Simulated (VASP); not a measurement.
Here is a VASP 6.6.1 calculation.

INCAR

```
PREC = Accurate
ENCUT = 520
EDIFF = 1E-8
ISMEAR = -1
SIGMA = 0.05
LREAL = F
LASPH = T
NELM = 80
ALGO = Normal
ISIF = 2
LWAVE = F
LCHARG = F
GGA = PE
LEFG = T
NBANDS = 36
```

Contents of KPOINTS:

```
regular mesh
0
Gamma
  11 11 6
```

File POSCAR:

```
Ge
1.0
    3.9707555995      0.0000000000      0.0000000000
   -1.9853777998      3.4387752214      0.0000000000
    0.0000000000      0.0000000000      6.5550854883
Ge
4
Direct
    0.6666666667      0.3333333333      0.0629012500
    0.3333333333      0.6666666667      0.5629012500
    0.6666666667      0.3333333333      0.4370987500
    0.3333333333      0.6666666667      0.9370987500
```

Potentials or basis: VASP PAW PBE potentials, release 64 (Ge_d).

The run is started by

```sh
$ cat potpaw_PBE.64/Ge_d/POTCAR > POTCAR
$ mpirun -np 1 vasp_std > vasp.out
```

(1) Predict the largest force.

(2) What does it give for the pressure?

(3) Estimate the band gap on the k mesh.

## Answers

(1) 0.013 eV/Å.

(2) 4.4 GPa.

(3) zero (bands 28 and 29 overlap by 0.05 eV).

Caveat: the cell stands under pressure; semilocal functionals underestimate gaps, so a narrow gap can read as zero; without QUAD_EFG the Cq values of the log hold for a quadrupole moment of 1 mb, not for the nuclei.
